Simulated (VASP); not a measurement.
# Al18Si: single point with PBE

Al18Si, a slab with vacuum:

```
CELL_PARAMETERS angstrom
5.72757 0.00000 0.00000
4.29567 7.44032 0.00000
0.00000 0.00000 16.67654
ATOMIC_POSITIONS crystal
Al 0.16667 0.11111 0.05996
Al 0.66667 0.11111 0.05996
Al 0.16667 0.44444 0.05996
Al 0.66667 0.44444 0.05996
Al 0.16667 0.77778 0.05996
Al 0.66667 0.77778 0.05996
Al 0.83134 0.21709 0.19873
Al 0.33319 0.21873 0.20049
Al 0.83709 0.55081 0.19922
Al 0.34124 0.54771 0.20124
Al 0.83672 0.88520 0.19823
Al 0.34153 0.88185 0.20111
Al 0.00854 0.99265 0.34402
Al 0.50242 0.99440 0.34203
Al 0.98589 0.30695 0.33587
Al 0.48550 0.32641 0.34560
Al 0.01474 0.68569 0.33588
Al 0.52973 0.66023 0.34675
Si 0.06598 0.47269 0.44062
```

| Property | Result |
| --- | --- |
| Program | VASP 6.6.1 |
| Task | single point |
| Functional | PBE |
| Potentials or basis | VASP PAW PBE potentials, release 64 (Al, Si) |
| Cutoff | 520 eV |
| k mesh | 3 × 2 × 1 |
| Occupations | gaussian, width 0.15 eV |
| Spin | no spin polarisation |

```
Largest force          : 0.133 eV/Å
Band gap on the k mesh : zero (bands 29 and 30 overlap by 0.70 eV)
```

Forces in eV/Å, atoms in the order of the input:
```
Al   0.021 -0.018 -0.031
Al  -0.055  0.003 -0.112
Al  -0.046 -0.001  0.040
Al  -0.019 -0.010  0.081
Al  -0.095  0.035  0.002
Al   0.109 -0.071  0.030
Al   0.000 -0.001 -0.003
Al   0.008  0.000  0.003
Al   0.006  0.000  0.000
Al   0.007 -0.003  0.001
Al   0.011  0.001 -0.002
Al   0.007 -0.002 -0.002
Al   0.008  0.002 -0.002
Al   0.017  0.003 -0.007
Al   0.015  0.009  0.017
Al  -0.012  0.007  0.014
Al   0.028  0.018 -0.017
Al   0.025  0.000  0.008
Si  -0.034  0.028 -0.020
```

Levels at points of the mesh, in eV from the Fermi level:
| k point | band 25 | band 26 | band 27 | band 28 | band 29 | band 30 | band 31 | band 32 | band 33 | band 34 |
| --- | --- | --- | --- | --- | --- | --- | --- | --- | --- | --- |
| (0.00, 0.00, 0.00) | -0.79 | -0.56 | -0.41 | -0.33 | -0.09 | -0.03 | 0.17 | 0.70 | 0.94 | 1.04 |
| (0.00, 0.50, 0.00) | -1.32 | -1.11 | -0.69 | -0.46 | -0.28 | -0.20 | -0.14 | 0.69 | 0.91 | 1.15 |

Run time: 5.4 min on 1 thread of Intel(R) Xeon(R) Platinum 8259CL CPU @ 2.50GHz (Skylake/Cascade Lake) (shared host), peak memory 0.73 GiB.

Caveat: the k points lie up to 0.42 Å⁻¹ apart, too coarse for converged energies and pressures of a metal.
